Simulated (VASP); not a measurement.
**CoSi2: single point with PBE**

The system is CoSi2.

```
CELL_PARAMETERS angstrom
0.00000 2.67982 2.67982
2.67982 0.00000 2.67982
2.67982 2.67982 0.00000
ATOMIC_POSITIONS crystal
Co 0.00000 0.00000 0.00000
Si 0.25000 0.25000 0.25000
Si 0.75000 0.75000 0.75000
```

| Property | Result |
| --- | --- |
| Program | VASP 6.6.1 |
| Task | single point |
| Functional | PBE |
| Potentials or basis | VASP PAW PBE potentials, release 64 (Co, Si) |
| Cutoff | 520 eV |
| k mesh | 12 × 12 × 12 |
| Occupations | gaussian, width 0.05 eV |
| Spin | no spin polarisation |
| Dipole correction | no |
| Further INCAR settings | ALGO = Normal; EDIFF = 1e-06; NBANDS = 16 |

```json
{
 "Pressure": "-0.2 GPa"
}
```

Levels at points of the mesh, in eV from the Fermi level:
```csv
k point,band 7,band 8,band 9,band 10,band 11,band 12
"(0.00, 0.00, 0.00)",0.75,3.42,3.42,3.42,3.47,3.47
"(0.50, 0.00, 0.00)",-1.60,-0.46,-0.46,2.70,3.42,3.42
"(0.50, 0.50, 0.00)",-1.93,-1.89,-1.31,1.58,2.94,8.57
```

Run time: 41 s on 1 thread of Intel(R) Xeon(R) Platinum 8375C CPU @ 2.90GHz (Ice Lake) (shared host), peak memory 0.18 GiB.

Spin polarisation is off, so any magnetic state and its effect on volume and gap are missing.
